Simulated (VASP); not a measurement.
Wanted: the native input for a VASP 6.6.1 run.

```
Task                   : single point
Functional             : BLYP
Potentials or basis    : VASP PAW PBE potentials, release 64 (La)
Cutoff                 : 520 eV
k mesh                 : 4 × 4 × 4
Occupations            : fermi-dirac, width 0.1 eV
Spin                   : no spin polarisation
Dipole correction      : no
Further INCAR settings : ALGO = Normal; EDIFF = 1e-07; NBANDS = 54
```

The structure of La lies in POSCAR:

```
La
1.0
    6.8339439962      0.0000000000      0.0000000000
    0.0000000000      6.8339439962      0.0000000000
    0.0000000000      0.0000000000      6.8339439962
La
8
Direct
    1.0000000000      0.0000000000      1.0000000000
    0.5000000000      0.5000000000      0.5000000000
    0.2500000000      0.0000000000      0.5000000000
    0.7500000000      1.0000000000      0.5000000000
    0.5000000000      0.2500000000      1.0000000000
    0.5000000000      0.7500000000      1.0000000000
    0.0000000000      0.5000000000      0.2500000000
    0.0000000000      0.5000000000      0.7500000000
```

One way to write it, as run:

INCAR

```
AGGAC = 1.0
AGGAX = 1.0
ALDAC = 0.0
ALDAX = 1.0
ALGO = Normal
EDIFF = 1E-7
ENCUT = 520
GGA = B5
ISIF = 2
ISMEAR = -1
LASPH = True
LCHARG = False
LREAL = False
LWAVE = False
NBANDS = 54
NELM = 60
PREC = Accurate
SIGMA = 0.1
```

KPOINTS

```
k-points
0
Gamma
  4 4 4
```

Potentials or basis: VASP PAW PBE potentials, release 64 (La).

Launch:

```bash
$ cat potpaw_PBE.64/La/POTCAR > POTCAR
$ mpirun -np 1 vasp_std > vasp.out
```

Results of the run:

| Item | Value |
| --- | --- |
| Pressure | 0.0 GPa |
| Band gap on the k mesh | zero (bands 44 and 45 overlap by 0.06 eV) |

Caveat: the PAW data sets were made with another functional, which shifts forces and pressure a little; spin-orbit coupling is left out, which moves the levels of the heavy elements.

It took 8.4 min on 1 thread of AMD EPYC 7R43 64-Core Processor (Zen 3) (shared host), peak memory 0.43 GiB.
